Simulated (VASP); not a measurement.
# MgO (Fm-3m) in VASP: a series of runs

MgO is run at these levels: PBE; tasks: single point, relaxation of cell and atoms.

Program: VASP 6.6.1. These are calculated values, not measurements. Logs are shortened: lines on timing, memory, paths and dates and some standing lists are left out, and cuts for length are marked.

### 1 The cell of the first run

Symmetry: Fm-3m, No. 225, cubic system. Conventional cell: a = 4.254 Å, b = 4.254 Å, c = 4.254 Å, α = 90.00°, β = 90.00°, γ = 90.00°. Mg (site symmetry m-3m) has 6 O at 2.13 Å within 2.8 Å. O (site symmetry m-3m) has 6 Mg at 2.13 Å within 2.8 Å.

### 2 Single point, PBE

Input file INCAR:

```
SYSTEM = MgO
  ALGO = Normal
  EDIFF = 1E-7
  ENCUT = 520
  GGA = PE
  ISIF = 2
  ISMEAR = 0
  LASPH = .TRUE.
  LCHARG = .TRUE.
  LELF = .TRUE.
  LREAL = .FALSE.
  LVHAR = .TRUE.
  LWAVE = .FALSE.
  NBANDS = 21
  NELM = 100
  PREC = Accurate
  SIGMA = 0.02
```

Input file KPOINTS:

```
k-points
0
G
  9 9 4
  0 0 0
```

Input file POSCAR:

```
MgO
1.0
    3.0078485001      0.0000002912      0.0000000000
   -1.5039245022      2.6048730663      0.0000000000
    0.0000000000      0.0000000000      7.3675531518
Mg O
3 3
Direct
    0.0000000000      0.0000000000      0.0000000000
    0.3333333333      0.6666666667      0.3333333333
    0.6666666667      0.3333333333      0.6666666667
    0.6666666667      0.3333333333      0.1666666667
    0.0000000000      0.0000000000      0.5000000000
    0.3333333333      0.6666666667      0.8333333333
```

Potentials or basis: VASP PAW PBE potentials, release 64 (Mg, O).

The run is started by

```sh
$ cat potpaw_PBE.64/Mg/POTCAR potpaw_PBE.64/O/POTCAR > POTCAR
$ mpirun -np 1 vasp_std > vasp.out
```

OUTCAR:

```text
SYSTEM = MgO
   EDIFF = 1E-7
   ENCUT = 520
   GGA = PE
   ISIF = 2
   ISMEAR = 0
   LASPH = .TRUE.
   LREAL = .FALSE.
   NELM = 100
   PREC = Accurate

 ion  position               nearest neighbor table
   1  0.000  0.000  0.000-   4 2.13   6 2.13   4 2.13   6 2.13   4 2.13   6 2.13   2 3.01   3 3.01
                             2 3.01   3 3.01   3 3.01   2 3.01
   2  0.333  0.667  0.333-   4 2.13   4 2.13   5 2.13   4 2.13   5 2.13   5 2.13   1 3.01   1 3.01
                             1 3.01   3 3.01   3 3.01   3 3.01
   3  0.667  0.333  0.667-   6 2.13   6 2.13   5 2.13   6 2.13   5 2.13   5 2.13   1 3.01   1 3.01
                             1 3.01   2 3.01   2 3.01   2 3.01
   4  0.667  0.333  0.167-   2 2.13   2 2.13   1 2.13   2 2.13   1 2.13   1 2.13
   5  0.000  0.000  0.500-   2 2.13   3 2.13   3 2.13   2 2.13   3 2.13   2 2.13
   6  0.333  0.667  0.833-   3 2.13   3 2.13   1 2.13   3 2.13   1 2.13   1 2.13

  LATTYP: Found a hexagonal cell.
 ALAT       =     3.0078485001
 C/A-ratio  =     2.4494428997

  Lattice vectors:

 A1 = (   3.0078485001,   0.0000002912,   0.0000000000)
 A2 = (  -1.5039245022,   2.6048730663,   0.0000000000)
 A3 = (   0.0000000000,   0.0000000000,   7.3675531518)

Analysis of symmetry for initial positions (statically):
=====================================================================
 Subroutine PRICEL returns following result:

  LATTYP: Found a trigonal (rhomboedric) cell.
 ALAT       =     3.0078101532
 COS(alpha) =     0.4999872507

  Lattice vectors:

 A1 = (   1.5039241657,   0.8682912164,  -2.4558510511)
 A2 = (   0.0000001683,  -1.7365821414,  -2.4558510504)
 A3 = (  -1.5039243339,   0.8682909249,  -2.4558510504)

   3 primitive cells build up your supercell.

 Routine SETGRP: Setting up the symmetry group for a
 hexagonal supercell.

 Subroutine GETGRP returns: Found 12 space group operations
 (whereof 12 operations were pure point group operations)
 out of a pool of 24 trial point group operations.

The static configuration has the point symmetry D_3d.

Analysis of symmetry for dynamics (positions and initial velocities):
=====================================================================
 Subroutine PRICEL returns following result:

  LATTYP: Found a trigonal (rhomboedric) cell.
 ALAT       =     3.0078101532
 COS(alpha) =     0.4999872507

[... 115 lines left out ...]
   EDIFF  = 0.1E-06   stopping-criterion for ELM
   LREAL  =      F    real-space projection
   EDIFFG = 0.1E-05   stopping-criterion for IOM
   NSW    =      0    number of steps for IOM
   IBRION =     -1    ionic relax: 0-MD 1-quasi-New 2-CG
   NFREE  =      0    steps in history (QN), initial steepest desc. (CG)
   ISIF   =      2    stress and relaxation
   ISYM   =      2    0-nonsym 1-usesym 2-fastsym
   POTIM  = 0.5000    time-step for ionic-motion
   TEBEG  =    0.0;   TEEND  =   0.0 temperature during run
   PSTRESS=    0.0 pullay stress
   NELECT =      24.0000    total number of electrons
   NUPDOWN=      -1.0000    fix difference up-down
   EMIN   =  10.00;   EMAX   =-10.00  energy-range for DOS
   EFERMI =   0.00;   METHOD = LEGACY
   ISMEAR =     0;   SIGMA  =   0.02  broadening in eV -4-tet -1-fermi 0-gaus
   EFERMI_NEDOS =   21; number of points for ismear=-14 and -15
   IALGO  =     38    algorithm
   IMIX   =      4    mixing-type and parameters
     AMIX     =   0.40;   BMIX     =  1.00
     AMIX_MAG =   1.60;   BMIX_MAG =  1.00
  volume/ion in A,a.u.               =       9.62        64.92
  Fermi-wavevector in a.u.,A,eV,Ry     =   1.221865  2.308990 20.312881  1.492955
  Thomas-Fermi vector in A             =   2.357032
   LORBIT       =      0    0 simple, 1 ext, 2 COOP (PROOUT), +10 PAW based schemes
   GGA     = PE    functional components
   LHFCALC =     F    Hartree Fock is set to
   AEXX    =    0.0000 exact exchange contribution
   IVDW    =     0    specifies the selected vdW correction
   LEPSILON=     F    determine dielectric tensor
   LRPA    =     F    only Hartree local field effects (RPA)
 non-spin polarized calculation
 Gauss-broadening in eV      SIGMA  =   0.02
  energy-cutoff  :      520.00
  volume of cell :       57.73
 maximum number of plane-waves:      1576
 NGX is ok and might be reduce to    24
   NGX = 11   NGY = 11   NGZ = 27

 number of electron      24.0000011 magnetization

 Free energy of the ion-electron system (eV)
  ---------------------------------------------------
  ext. energy  EPLUGINS =         0.00000000
  ---------------------------------------------------
  free energy    TOTEN  =       -35.73513633 eV

  energy without entropy =      -35.73513633  energy(sigma->0) =      -35.73513633

 E-fermi :   3.1105     XC(G=0): -10.9396

 val. band max:        2.9688875632   @ k =   0.0000   0.0000   0.0000
 cond. band min:       7.4133573961   @ k =   0.0000   0.0000   0.0000
 fundamental gap:      4.4444698328
 Fermi energy:         3.1105355740

 k-point     1 :       0.0000    0.0000    0.0000
  band No.  band energies     occupation
      1     -14.1459      2.00000
      2     -13.2772      2.00000
      3     -13.2772      2.00000
      4      -0.6105      2.00000
      5      -0.6105      2.00000
      6       2.4936      2.00000
[... 565 lines left out ...]
     20      16.8032      0.00000
     21      18.7042      0.00000

 [... further k-points ...]

------------------------ aborting loop because EDIFF is reached ----------------------------------------

  FORCE on cell =-STRESS in cart. coord.  units (eV):
  Direction    XX          YY          ZZ          XY          YZ          ZX
  --------------------------------------------------------------------------------------
  -------------------------------------------------------------------------------------
  Total       -0.2609547     -0.2609547     -0.2590390     -0.0000000     -0.0000000      0.0000000
  in kB       -7.2428565     -7.2428565     -7.1896862     -0.0000000     -0.0000000      0.0000000
  external PRESSURE =      -7.2251330 kB  Pullay stress =       0.0000000 kB

 VOLUME and BASIS-vectors are now :
 -----------------------------------------------------------------------------
  energy-cutoff  :      520.00
  volume of cell :       57.73
      direct lattice vectors                 reciprocal lattice vectors
     3.007848500  0.000000291  0.000000000     0.332463535  0.191947954  0.000000000
    -1.503924502  2.604873066  0.000000000    -0.000000037  0.383895844  0.000000000
     0.000000000  0.000000000  7.367553152     0.000000000  0.000000000  0.135730273

 POSITION                                       TOTAL-FORCE (eV/Angst)
 -----------------------------------------------------------------------------------
      0.00000      0.00000      0.00000         0.000000     -0.000000     -0.000000
     -0.00000      1.73658      2.45585         0.000000     -0.000000     -0.000000
      1.50392      0.86829      4.91170         0.000000     -0.000000     -0.000000
      1.50392      0.86829      1.22793        -0.000000     -0.000000     -0.000000
      0.00000      0.00000      3.68378         0.000000     -0.000000     -0.000000
     -0.00000      1.73658      6.13963        -0.000000      0.000000      0.000000
 -----------------------------------------------------------------------------------
    total drift:                                0.000000     -0.000000      0.000000

  FREE ENERGIE OF THE ION-ELECTRON SYSTEM (eV)
  ---------------------------------------------------
  free  energy   TOTEN  =       -35.7351363255 eV

  energy  without entropy=      -35.7351363255  energy(sigma->0) =      -35.73513633
```

OSZICAR:

```text
N       E                     dE             d eps       ncg     rms          rms(c)
DAV:   1     0.934219461388E+02    0.93422E+02   -0.12329E+04  1878   0.103E+03
DAV:   2    -0.348262833118E+02   -0.12825E+03   -0.12407E+03  2189   0.227E+02
DAV:   3    -0.403797139923E+02   -0.55534E+01   -0.55337E+01  2212   0.469E+01
DAV:   4    -0.404051163605E+02   -0.25402E-01   -0.25400E-01  2017   0.361E+00
DAV:   5    -0.404052186584E+02   -0.10230E-03   -0.10230E-03  2210   0.228E-01    0.125E+01
DAV:   6    -0.357881242370E+02    0.46171E+01   -0.15018E+01  1846   0.257E+01    0.391E+00
DAV:   7    -0.357545732824E+02    0.33551E-01   -0.20779E-01  1886   0.349E+00    0.242E+00
DAV:   8    -0.357370962474E+02    0.17477E-01   -0.96301E-02  1901   0.319E+00    0.474E-01
DAV:   9    -0.357349663496E+02    0.21299E-02   -0.25627E-03  2190   0.412E-01    0.191E-01
DAV:  10    -0.357351449734E+02   -0.17862E-03   -0.18629E-03  2021   0.281E-01    0.414E-02
DAV:  11    -0.357351363823E+02    0.85912E-05   -0.45111E-05  2047   0.514E-02    0.109E-02
DAV:  12    -0.357351363365E+02    0.45758E-07   -0.37581E-06  1987   0.155E-02    0.208E-03
DAV:  13    -0.357351363255E+02    0.11034E-07   -0.35508E-07  2288   0.417E-03
   1 F= -.35735136E+02 E0= -.35735136E+02  d E =-.160719E-25
```

stdout:

```text
POSCAR found type information on POSCAR MgO
 POSCAR found :  2 types and       6 ions
 scaLAPACK will be used
 LDA part: xc-table for (Slater+PW92), standard interpolation
 POSCAR, INCAR and KPOINTS ok, starting setup
 FFT: planning ... GRIDC
 FFT: planning ... GRID_SOFT
 FFT: planning ... GRID
 WAVECAR not read
 entering main loop
```

It took 18 s on 1 thread of Intel Xeon 6975P-C (Granite Rapids), shared host; peak memory 0.19 GiB.

What came out:

- Free energy: -35.7351 eV
- Pressure: -0.7 GPa
- Band gap on the k mesh: 4.44 eV

Levels at points of the mesh, in eV from the valence-band top:
| k point | band 9 | band 10 | band 11 | band 12 | band 13 | band 14 | band 15 | band 16 |
| --- | --- | --- | --- | --- | --- | --- | --- | --- |
| (0.00, 0.00, 0.00) | -0.48 | 0.00 | 0.00 | 0.00 | 4.44 | 7.43 | 7.43 | 12.07 |
| (0.00, 0.00, 0.50) | -0.17 | -0.17 | -0.17 | -0.17 | 5.87 | 5.87 | 7.71 | 12.27 |

A k mesh can miss the band edges.

### 3 Relaxation of cell and atoms, PBE

This run uses another cell than the first one, of 9.37 Å³/atom.

Input file INCAR:

```
SYSTEM = MgO
PREC = Accurate
ENCUT = 600
EDIFF = 1E-6
ISMEAR = 0
SIGMA = 0.02
LREAL = .FALSE.
LASPH = .TRUE.
NELM = 80
ALGO = Normal
ISIF = 3
LWAVE = .FALSE.
LCHARG = .FALSE.
GGA = PE
IBRION = 2
NSW = 100
EDIFFG = -0.005
```

Input file KPOINTS:

```
Automatic mesh
0
G
  9 9 4
  0 0 0
```

Input file POSCAR:

```
MgO
1.0
    2.9818690000      0.0000000000      0.0000000000
   -1.4909350000      2.5823750000      0.0000000000
    0.0000000000      0.0000000000      7.3040580000
Mg O
3 3
Direct
    0.0000000000      0.0000000000      0.0000000000
    0.3333333300      0.6666666700      0.3333333300
    0.6666666700      0.3333333300      0.6666666700
    0.6666666700      0.3333333300      0.1666666700
    0.0000000000      0.0000000000      0.5000000000
    0.3333333300      0.6666666700      0.8333333300
```

Potentials or basis: VASP PAW PBE potentials, release 64 (Mg, O).

The run is started by

```sh
$ cat potpaw_PBE.64/Mg/POTCAR potpaw_PBE.64/O/POTCAR > POTCAR
$ mpirun -np 1 vasp_std > vasp.out
```

Run time: 30 s. Hardware: 1 thread of Intel Xeon 6975P-C (Granite Rapids), shared host; peak memory 0.21 GiB.

It converged, with:

- Free energy: -35.7423 eV
- Relaxed volume: 9.56 Å³/atom
- Relaxed cell: a = 3.002 Å, b = 3.002 Å, c = 7.352 Å, α = 90.00°, β = 90.00°, γ = 120.00°
- Space group after relaxing (to 0.1 Å): Fm-3m (No. 225)
- Energy gained by relaxing: 1.8 meV/atom
- Ionic steps: 3
- Pressure after relaxing: 0.0 GPa
- Band gap on the k mesh: 4.50 eV

Step by step:
| step | energy change (eV) | largest force (eV/Å) | pressure (GPa) | volume (Å³) |
| --- | --- | --- | --- | --- |
| 1 | 0.0000 | 0.0000 | 3.13 | 56.24 |
| 2 | -0.0096 | 0.0000 | -0.98 | 57.75 |
| 3 | -0.0107 | 0.0000 | 0.03 | 57.37 |

Final structure:
```
CELL_PARAMETERS angstrom
3.00157 0.00000 0.00000
-1.50078 2.59944 0.00000
0.00000 0.00000 7.35227
ATOMIC_POSITIONS crystal
Mg 0.00000 0.00000 0.00000
Mg 0.33333 0.66667 0.33333
Mg 0.66667 0.33333 0.66667
O 0.66667 0.33333 0.16667
O 0.00000 0.00000 0.50000
O 0.33333 0.66667 0.83333
```

Levels at points of the mesh, in eV from the valence-band top:
```csv
k point,band 9,band 10,band 11,band 12,band 13,band 14,band 15,band 16
"(0.00, 0.00, 0.00)",-0.48,0.00,0.00,0.00,4.50,7.48,7.48,12.12
"(0.00, 0.00, 0.50)",-0.17,-0.17,-0.17,-0.17,5.93,5.93,7.75,12.34
```

A k mesh can miss the band edges.
